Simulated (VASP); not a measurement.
The system is C.

```
C
1.0
     2.51153    0.00000    0.00000
    -1.25577    2.17505    0.00000
     0.00000    0.00000    4.18043
C
4
Cartesian
  0.0000 1.4500 0.0010
  1.2558 0.7250 2.0912
  0.0000 1.4500 1.5667
  1.2558 0.7250 3.6569
```

```yaml
Program: VASP 6.6.1
Task: relaxation of cell and atoms
Functional: LDA
Potentials_or_basis: VASP PAW LDA potentials, release 64 (C)
Cutoff: 600 eV
k_mesh: 12 × 12 × 6
Occupations: fermi-dirac, width 0.02 eV
Spin: no spin polarisation
```

At the start: pressure -13.9 GPa; volume 5.71 Å³/atom.

Where does the relaxation end?

Over 8 steps the energy falls by 7.9 meV/atom and the volume is 5.53 Å³/atom (-3.1 %); space group P6_3/mmc (No. 194, to 0.1 Å) before and after.

The path:
| step | energy change (eV) | largest force (eV/Å) | pressure (GPa) | volume (Å³) |
| --- | --- | --- | --- | --- |
| 1 | 0.0000 | 0.0075 | -13.92 | 22.84 |
| 2 | 0.0239 | 0.1159 | 20.64 | 21.24 |
| 3 | -0.0317 | 0.0420 | -0.14 | 22.13 |
| 4 | -0.0317 | 0.0431 | 0.15 | 22.12 |
| 5 | -0.0315 | 0.0937 | 0.17 | 22.11 |
| 6 | -0.0317 | 0.0002 | 0.15 | 22.12 |
| 7 | -0.0317 | 0.0002 | -0.12 | 22.13 |
| 8 | -0.0317 | 0.0005 | -0.03 | 22.12 |

Final structure:
```
C
1.0
     2.48461    0.00000    0.00000
    -1.24231    2.15174    0.00000
     0.00000    0.00000    4.13830
C
4
Direct
  0.33333 0.66667 0.00034
  0.66667 0.33333 0.50034
  0.33333 0.66667 0.37466
  0.66667 0.33333 0.87466
```
